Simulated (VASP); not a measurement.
# MgO (P-6m2) in VASP: notebook

MgO is run at these levels: LDA; tasks: single point, relaxation of cell and atoms.

Program: VASP 6.6.1. These are calculated values, not measurements. Logs are shortened: lines on timing, memory, paths and dates and some standing lists are left out, and cuts for length are marked.

### 1 The cell of the first run

The structure is hexagonal, space group P-6m2 (No. 187). The conventional cell has a = 2.767 Å, b = 2.767 Å, c = 2.548 Å, α = 90.00°, β = 90.00°, γ = 120.00°. Within 2.8 Å of Mg (site symmetry -6m2) lie 6 O at 2.04 Å and 8 Mg at 2.55 to 2.77 Å. O (site symmetry -6m2) has 6 Mg at 2.04 Å and 8 O at 2.55 to 2.77 Å within 2.8 Å.

### 2 Single point, LDA

INCAR reads:

```
PREC     = Accurate       # precision mode
ENCUT    = 520            # plane-wave cutoff, eV
EDIFF    = 1E-6           # SCF threshold, eV
ISMEAR   = 0              # smearing method
SIGMA    = 0.01           # smearing width, eV
LREAL    = F              # projectors in reciprocal space
LASPH    = T              # aspherical terms in the spheres
NELM     = 60             # most SCF steps
ALGO     = Normal         # electronic algorithm
ISIF     = 2              # what is computed and relaxed
LWAVE    = F              # write WAVECAR
LCHARG   = F              # write CHGCAR
NBANDS   = 11             # bands
```

KPOINTS reads:

```
Automatic mesh
0
Gamma
  12 12 8
```

POSCAR reads:

```
MgO
1.0
    2.7671791040     -0.0000002719      0.0000000000
   -1.3835893165      2.3964475368      0.0000000000
    0.0000000000      0.0000000000      2.5477035088
Mg O
1 1
Direct
    0.0000000000      0.0000000000      0.0000000000
    0.3333333333      0.6666666667      0.5000000000
```

Potentials or basis: VASP PAW LDA potentials, release 64 (Mg, O).

The run is started by

```sh
cat potpaw_LDA.64/Mg/POTCAR potpaw_LDA.64/O/POTCAR > POTCAR
mpirun -np 1 vasp_std > vasp.out
```

OUTCAR:

```text
PREC = Accurate
   ENCUT = 520
   EDIFF = 1E-6
   ISMEAR = 0
   LREAL = F
   LASPH = T
   NELM = 60
   ISIF = 2

 ion  position               nearest neighbor table
   1  0.000  0.000  0.000-   2 2.04   2 2.04   2 2.04   2 2.04   2 2.04   2 2.04
   2  0.333  0.667  0.500-   1 2.04   1 2.04   1 2.04   1 2.04   1 2.04   1 2.04

  LATTYP: Found a hexagonal cell.
 ALAT       =     2.7671791040
 C/A-ratio  =     0.9206861620

  Lattice vectors:

 A1 = (   2.7671791040,  -0.0000002719,   0.0000000000)
 A2 = (  -1.3835893165,   2.3964475368,   0.0000000000)
 A3 = (   0.0000000000,   0.0000000000,   2.5477035088)

Analysis of symmetry for initial positions (statically):
=====================================================================
 Subroutine PRICEL returns:
 Original cell was already a primitive cell.

 Routine SETGRP: Setting up the symmetry group for a
 hexagonal supercell.

 Subroutine GETGRP returns: Found 12 space group operations
 (whereof 12 operations were pure point group operations)
 out of a pool of 24 trial point group operations.

The static configuration has the point symmetry D_3h.

Analysis of symmetry for dynamics (positions and initial velocities):
=====================================================================
 Subroutine PRICEL returns:
 Original cell was already a primitive cell.

 Routine SETGRP: Setting up the symmetry group for a
 hexagonal supercell.

 Subroutine GETGRP returns: Found 12 space group operations
 (whereof 12 operations were pure point group operations)
 out of a pool of 24 trial point group operations.

The dynamic configuration has the point symmetry D_3h.

 Subroutine INISYM returns: Found 12 space group operations
 (whereof 12 operations are pure point group operations),
 and found     1 'primitive' translations

----------------------------------------------------------------------------------------

                                     Primitive cell

  volume of cell :      16.8948

  direct lattice vectors                    reciprocal lattice vectors
     2.767179104 -0.000000272  0.000000000     0.361378870  0.208642140  0.000000000
    -1.383589316  2.396447537  0.000000000     0.000000041  0.417284352  0.000000000
     0.000000000  0.000000000  2.547703509     0.000000000  0.000000000  0.392510352

  length of vectors
     2.767179104  2.767179104  2.547703509     0.417284352  0.417284352  0.392510352

  position of ions in fractional coordinates (direct lattice)
     0.000000000  0.000000000  0.000000000
     0.333333333  0.666666667  0.500000000

  ion indices of the primitive-cell ions
   primitive index   ion index
                 1           1
                 2           2

----------------------------------------------------------------------------------------

 KPOINTS: Automatic mesh

Automatic generation of k-mesh.
 Grid dimensions read from file:
 generate k-points for:   12   12    8

 Generating k-lattice:

  Cartesian coordinates                     Fractional coordinates (reciprocal lattice)
     0.030114906  0.017386845  0.000000000     0.083333333 -0.000000000  0.000000000
     0.000000003  0.034773696  0.000000000     0.000000000  0.083333333  0.000000000
     0.000000000  0.000000000  0.049063794     0.000000000  0.000000000  0.125000000

  Length of vectors
     0.034773696  0.034773696  0.049063794

  Shift w.r.t. Gamma in fractional coordinates (k-lattice)
     0.000000000  0.000000000  0.000000000

 Subroutine IBZKPT returns following result:
 ===========================================

 Found     95 irreducible k-points:

 Following reciprocal coordinates:
            Coordinates               Weight
  0.000000  0.000000  0.000000      1.000000
  0.083333  0.000000  0.000000      6.000000
  0.166667 -0.000000  0.000000      6.000000
  0.250000 -0.000000  0.000000      6.000000
  0.333333 -0.000000  0.000000      6.000000
  0.416667 -0.000000  0.000000      6.000000
[... 16 lines left out ...]
  0.250000 -0.000000  0.125000     12.000000
  0.333333 -0.000000  0.125000     12.000000
 [... further k-points ...]
   k-points           NKPTS =     95   k-points in BZ     NKDIM =     95   number of bands    NBANDS=     11
   number of dos      NEDOS =    301   number of ions     NIONS =      2
   total plane-waves  NPLWV =  11520
   dimension x,y,z NGX =    24 NGY =   24 NGZ =   20
   dimension x,y,z NGXF=    48 NGYF=   48 NGZF=   40
   ions per type =               1   1
   NGX,Y,Z   is equivalent  to a cutoff of  14.42, 14.42, 13.05 a.u.
   NGXF,Y,Z  is equivalent  to a cutoff of  28.84, 28.84, 26.10 a.u.
 SYSTEM =  unknown system
   PREC   = accura    normal or accurate (medium, high low for compatibility)
   ISTART =      0    job   : 0-new  1-cont  2-samecut
   ICHARG =      2    charge: 1-file 2-atom 10-const
   ISPIN  =      1    spin polarized calculation?
   LNONCOLLINEAR =      F non collinear calculations
   LSORBIT =      F    spin-orbit coupling
   LASPH  =      T    aspherical Exc in radial PAW
   ENCUT  =  520.0 eV  38.22 Ry    6.18 a.u.   5.15  5.15  4.74*2*pi/ulx,y,z
   NELM   =     60;   NELMIN=  2; NELMDL= -5     # of ELM steps
   EDIFF  = 0.1E-05   stopping-criterion for ELM
   LREAL  =      F    real-space projection
   EDIFFG = 0.1E-04   stopping-criterion for IOM
   NSW    =      0    number of steps for IOM
   IBRION =     -1    ionic relax: 0-MD 1-quasi-New 2-CG
   NFREE  =      0    steps in history (QN), initial steepest desc. (CG)
   ISIF   =      2    stress and relaxation
   ISYM   =      2    0-nonsym 1-usesym 2-fastsym
   POTIM  = 0.5000    time-step for ionic-motion
   TEBEG  =    0.0;   TEEND  =   0.0 temperature during run
   PSTRESS=    0.0 pullay stress
   NELECT =       8.0000    total number of electrons
   NUPDOWN=      -1.0000    fix difference up-down
   EMIN   =  10.00;   EMAX   =-10.00  energy-range for DOS
   EFERMI =   0.00;   METHOD = LEGACY
   ISMEAR =     0;   SIGMA  =   0.01  broadening in eV -4-tet -1-fermi 0-gaus
   EFERMI_NEDOS =   21; number of points for ismear=-14 and -15
   IALGO  =     38    algorithm
   IMIX   =      4    mixing-type and parameters
     AMIX     =   0.40;   BMIX     =  1.00
     AMIX_MAG =   1.60;   BMIX_MAG =  1.00
  volume/ion in A,a.u.               =       8.45        57.01
  Fermi-wavevector in a.u.,A,eV,Ry     =   1.276008  2.411306 22.152965  1.628197
  Thomas-Fermi vector in A             =   2.408688
   LORBIT       =      0    0 simple, 1 ext, 2 COOP (PROOUT), +10 PAW based schemes
   GGA     = CA    functional components
   LHFCALC =     F    Hartree Fock is set to
   AEXX    =    0.0000 exact exchange contribution
   IVDW    =     0    specifies the selected vdW correction
   LEPSILON=     F    determine dielectric tensor
   LRPA    =     F    only Hartree local field effects (RPA)
 non-spin polarized calculation
 Gauss-broadening in eV      SIGMA  =   0.01
  energy-cutoff  :      520.00
  volume of cell :       16.89
 maximum number of plane-waves:       467
 NGX is ok and might be reduce to    24
   NGX = 11   NGY = 11   NGZ =  9

 number of electron       8.0000004 magnetization

 Free energy of the ion-electron system (eV)
  ---------------------------------------------------
  ext. energy  EPLUGINS =         0.00000000
  ---------------------------------------------------
  free energy    TOTEN  =       -12.64164113 eV

  energy without entropy =      -12.64164113  energy(sigma->0) =      -12.64164113

 E-fermi :   4.3868     XC(G=0): -12.0544

 val. band max:        4.3291988809   @ k =   0.3333   0.3333   0.0000
 cond. band min:       8.7277412355   @ k =   0.0000   0.0000   0.0000
 fundamental gap:      4.3985423546
 Fermi energy:         4.3867569269

 k-point     1 :       0.0000    0.0000    0.0000
  band No.  band energies     occupation
      1     -13.7484      2.00000
      2       3.7239      2.00000
      3       3.7239      2.00000
      4       3.8695      2.00000
      5       8.7277      0.00000
      6      16.4962      0.00000
      7      21.2802      0.00000
      8      21.2802      0.00000
      9      26.1072      0.00000
     10      27.5762      0.00000
     11      29.2311      0.00000

 k-point     2 :       0.0833    0.0000    0.0000
  band No.  band energies     occupation
      1     -13.6631      2.00000
      2       3.2101      2.00000
      3       3.6615      2.00000
      4       3.8945      2.00000
      5       9.1559      0.00000
      6      16.6212      0.00000
      7      20.4049      0.00000
      8      21.5195      0.00000
      9      27.2606      0.00000
     10      27.3940      0.00000
     11      29.2050      0.00000

 k-point     3 :       0.1667   -0.0000    0.0000
  band No.  band energies     occupation
      1     -13.4202      2.00000
      2       2.0679      2.00000
      3       3.4963      2.00000
      4       3.9642      2.00000
      5      10.0471      0.00000
      6      16.7627      0.00000
      7      19.2669      0.00000
      8      22.1681      0.00000
      9      26.8703      0.00000
     10      27.7832      0.00000
     11      29.7007      0.00000

 k-point     4 :       0.2500   -0.0000    0.0000
  band No.  band energies     occupation
      1     -13.0630      2.00000
      2       0.7957      2.00000
      3       3.2817      2.00000
      4       4.0626      2.00000
      5      10.9076      0.00000
      6      16.4732      0.00000
      7      19.0046      0.00000
      8      23.0243      0.00000
      9      26.1150      0.00000
     10      27.3708      0.00000
     11      30.4611      0.00000
[... 239 lines left out ...]
 k-point    22 :       0.1667   -0.0000    0.1250
  band No.  band energies     occupation
      1     -13.2486      2.00000
      2       2.1057      2.00000
      3       3.0078      2.00000
      4       3.5745      2.00000
      5      10.6867      0.00000
      6      16.9792      0.00000
      7      19.6946      0.00000
      8      22.2750      0.00000
      9      24.9489      0.00000
     10      28.2778      0.00000
     11      29.2631      0.00000

 k-point    23 :       0.2500   -0.0000    0.1250
  band No.  band energies     occupation
      1     -12.9031      2.00000
      2       0.9332      2.00000
      3       3.1340      2.00000
      4       3.3562      2.00000
      5      11.3752      0.00000
      6      16.6452      0.00000
      7      19.5512      0.00000
      8      23.0151      0.00000
      9      23.6935      0.00000
     10      28.6523      0.00000
     11      29.8541      0.00000

 k-point    24 :       0.3333   -0.0000    0.1250
  band No.  band energies     occupation
      1     -12.5233      2.00000
      2      -0.1507      2.00000
      3       3.1494      2.00000
      4       3.3108      2.00000
      5      11.7468      0.00000
      6      16.3748      0.00000
      7      19.6346      0.00000
      8      22.9782      0.00000
      9      23.5992      0.00000
     10      29.3646      0.00000
     11      30.2867      0.00000

 [... further k-points ...]
[... 5 lines left out ...]
  --------------------------------------------------------------------------------------
  -------------------------------------------------------------------------------------
  Total        1.9340024      1.9340024      1.8811510      0.0000000      0.0000000      0.0000000
  in kB      183.4059981    183.4059981    178.3939715      0.0000000      0.0000000      0.0000000
  external PRESSURE =     181.7353226 kB  Pullay stress =       0.0000000 kB

 VOLUME and BASIS-vectors are now :
 -----------------------------------------------------------------------------
  energy-cutoff  :      520.00
  volume of cell :       16.89
      direct lattice vectors                 reciprocal lattice vectors
     2.767179104 -0.000000272  0.000000000     0.361378870  0.208642140  0.000000000
    -1.383589316  2.396447537  0.000000000     0.000000041  0.417284352  0.000000000
     0.000000000  0.000000000  2.547703509     0.000000000  0.000000000  0.392510352

 POSITION                                       TOTAL-FORCE (eV/Angst)
 -----------------------------------------------------------------------------------
      0.00000      0.00000      0.00000         0.000000      0.000000      0.000000
      0.00000      1.59763      1.27385        -0.000000     -0.000000      0.000000
 -----------------------------------------------------------------------------------
    total drift:                                0.000000     -0.000000     -0.000000

  FREE ENERGIE OF THE ION-ELECTRON SYSTEM (eV)
  ---------------------------------------------------
  free  energy   TOTEN  =       -12.6416411270 eV

  energy  without entropy=      -12.6416411270  energy(sigma->0) =      -12.64164113
```

Run time: 18 s. Hardware: 1 thread of Intel Xeon 8259CL, shared host; peak memory 0.14 GiB.

Results:

| Quantity | Value |
| --- | --- |
| Free energy | -12.6416 eV |
| Pressure | 18.2 GPa |
| Band gap on the k mesh | 4.40 eV (least direct gap 4.86 eV) |

Stress tensor (GPa, compression positive):
```
18.34  0.00  0.00
 0.00 18.34  0.00
 0.00  0.00 17.84
```

Caveat: the cell stands under pressure. A k mesh can miss the band edges.

### 3 Single point, LDA

This run uses another cell than the first one, of 8.85 Å³/atom.

INCAR reads:

```
SYSTEM = MgO
PREC     = Accurate       ! precision mode
ENCUT    = 520            ! plane-wave cutoff, eV
EDIFF    = 1E-7           ! SCF threshold, eV
ISMEAR   = 0              ! smearing method
SIGMA    = 0.01           ! smearing width, eV
LREAL    = .False.        ! projectors in reciprocal space
LASPH    = .True.         ! aspherical terms in the spheres
NELM     = 60             ! most SCF steps
ALGO     = Normal         ! electronic algorithm
ISIF     = 2              ! what is computed and relaxed
LWAVE    = .False.        ! write WAVECAR
LCHARG   = .True.         ! write CHGCAR
LELF     = .True.         ! ELF
LVHAR    = .True.       
NBANDS   = 11             ! bands
```

KPOINTS reads:

```
regular mesh
0
Gamma
  12 12 8
  0 0 0
```

POSCAR reads:

```
MgO
1.0
    2.8133822376     -0.0000002764      0.0000000000
   -1.4066908794      2.4364606266      0.0000000000
    0.0000000000      0.0000000000      2.5815073775
Mg O
1 1
Direct
    0.0000000000      0.0000000000      0.0000000000
    0.3333333333      0.6666666667      0.5000000000
```

Potentials or basis: VASP PAW LDA potentials, release 64 (Mg, O).

The run is started by

```sh
cat potpaw_LDA.64/Mg/POTCAR potpaw_LDA.64/O/POTCAR > POTCAR
mpirun -np 1 vasp_std > vasp.out
```

Run time: 20 s. Hardware: 1 thread of Intel Xeon 8259CL, shared host; peak memory 0.13 GiB.

Results (log left out):

* Free energy: -12.7078 eV
* Pressure: 8.2 GPa
* Band gap on the k mesh: 3.97 eV (least direct gap 4.42 eV)

Stress tensor (GPa, compression positive):
```
8.36 0.00 0.00
0.00 8.36 0.00
0.00 0.00 7.86
```

Levels at points of the mesh, in eV from the valence-band top:
```tsv
k point	band 1	band 2	band 3	band 4	band 5	band 6	band 7	band 8
(0.00, 0.00, 0.00)	-17.82	-0.62	-0.62	-0.45	3.97	12.02	16.47	16.47
(0.50, 0.00, 0.00)	-16.43	-5.51	-1.43	-0.06	7.08	11.89	13.73	19.38
(0.00, 0.00, 0.50)	-16.43	-6.02	-0.04	-0.04	9.38	9.91	18.26	18.26
(0.50, 0.00, 0.50)	-15.47	-4.19	-3.84	-0.93	5.98	12.14	15.48	16.17
```

Caveat: the cell stands under pressure. A k mesh can miss the band edges.

### 4 Single point, LDA

This run uses another cell than the first one, of 9.36 Å³/atom.

INCAR reads:

```
ALGO = Normal
EDIFF = 1E-6
ENCUT = 520
ISIF = 2
ISMEAR = 0
LASPH = T
LCHARG = T
LELF = T
LREAL = F
LVHAR = T
LWAVE = F
NBANDS = 11
NELM = 80
PREC = Accurate
SIGMA = 0.01
```

KPOINTS reads:

```
k-points
0
Gamma
  12 12 8
```

POSCAR reads:

```
MgO
1.0
    2.8706076065     -0.0000002821      0.0000000000
   -1.4353035590      2.4860192525      0.0000000000
    0.0000000000      0.0000000000      2.6236301505
Mg O
1 1
Direct
    0.0000000000      0.0000000000      0.0000000000
    0.3333333333      0.6666666667      0.5000000000
```

The run is started by

```sh
cat potpaw_LDA.64/Mg/POTCAR potpaw_LDA.64/O/POTCAR > POTCAR
mpirun -np 1 vasp_std > vasp.out
```

Run time: 23 s. Hardware: 1 thread of Intel Xeon 8259CL, shared host; peak memory 0.14 GiB.

The run converged. Its results:

```yaml
Free_energy: -12.7283 eV
Pressure: -1.7 GPa
Band_gap_on_the_k_mesh: 3.48 eV (least direct gap 3.91 eV)
```

Stress tensor (GPa, compression positive):
```
-1.59  0.00  0.00
 0.00 -1.59  0.00
 0.00  0.00 -2.03
```

Levels at points of the mesh, in eV from the valence-band top:
```tsv
k point	band 2	band 3	band 4	band 5	band 6	band 7
(0.00, 0.00, 0.00)	-0.63	-0.63	-0.43	3.48	11.84	15.90
(0.50, 0.00, 0.00)	-5.26	-1.40	-0.05	6.77	11.16	13.34
(0.00, 0.00, 0.50)	-5.75	-0.08	-0.08	8.78	9.42	17.81
(0.50, 0.00, 0.50)	-4.00	-3.64	-0.89	5.82	11.70	14.65
```

A k mesh can miss the band edges.

(Continued in part 2 of 2.)
